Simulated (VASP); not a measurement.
Crystal: Ni.

```xyz
1
Lattice="0.0000 1.7381 1.7381 1.7381 0.0000 1.7381 1.7381 1.7381 0.0000" Properties=species:S:1:pos:R:3 pbc="T T T"
Ni    0.0000    0.0000    0.0000
```

Base run:

- Program: VASP 6.6.1
- Functional: r2SCAN
- Potentials or basis: VASP PAW PBE potentials, release 64 (Ni)
- Cutoff: 520 eV
- k mesh: 15 × 15 × 15
- Occupations: gaussian, width 0.6 eV
- Spin: collinear spin, ferromagnetic start
- Starting moments: [0.807] μB

Its results: pressure 0.3 GPa; net moment 0.00 μB per cell.

Task: After a change of settings the same cell gave: pressure 0.8 GPa; net moment 0.70 μB per cell; site moments Ni +0.71 μB. Which change was it?
A. occupations from gaussian, width 0.6 eV to gaussian, width 0.3 eV
B. k mesh from 15 × 15 × 15 to 9 × 9 × 9; occupations from gaussian, width 0.6 eV to fermi-dirac, width 0.05 eV
C. k mesh from 15 × 15 × 15 to 7 × 7 × 7; occupations from gaussian, width 0.6 eV to fermi-dirac, width 0.05 eV

Result: A.

Caveats: the PAW data sets were made with another functional, which shifts forces and pressure a little.
